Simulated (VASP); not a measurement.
AgCl, 2 atoms in the cell. The structure is orthorhombic, space group Immm (No. 71). The conventional cell has a = 3.848 Å, b = 3.995 Å, c = 5.546 Å, α = 90.00°, β = 90.00°, γ = 90.00°. Within 3.7 Å of Ag (site symmetry mmm) lie 6 Cl at 2.77 Å. Within 3.7 Å of Cl (site symmetry mmm) lie 6 Ag at 2.77 Å.  This cell differs from its parent crystal: strain +0.0375 x Voigt [0, 0, 0, 0, 1, 0].

* Program: VASP 6.6.1
* Task: single point
* Functional: r2SCAN
* Potentials or basis: VASP PAW PBE potentials, release 64 (Ag, Cl)
* Cutoff: 520 eV
* k mesh: 8 × 8 × 8
* Occupations: gaussian, width 0.05 eV
* Spin: no spin polarisation
* Dipole correction: no
* Further INCAR settings: ALGO = Normal; EDIFF = 1e-07; NBANDS = 16

Potentials or basis: VASP PAW PBE potentials, release 64 (Ag, Cl).

Run with:

```sh
$ cat potpaw_PBE.64/Ag/POTCAR potpaw_PBE.64/Cl/POTCAR > POTCAR
$ cp INCAR.step1 INCAR
$ mpirun -np 1 vasp_std > vasp.out
$ cp INCAR.step2 INCAR
$ mpirun -np 1 vasp_std > vasp.out
```

Hardware: 1 thread of Intel Xeon 8259CL, with other jobs on the host.

Problem. Estimate the wall time of this run.

Solution. It took 7.5 min on 1 thread of Intel Xeon 8259CL, with other jobs on the host, peak memory 0.21 GiB. Counts: k points 95.
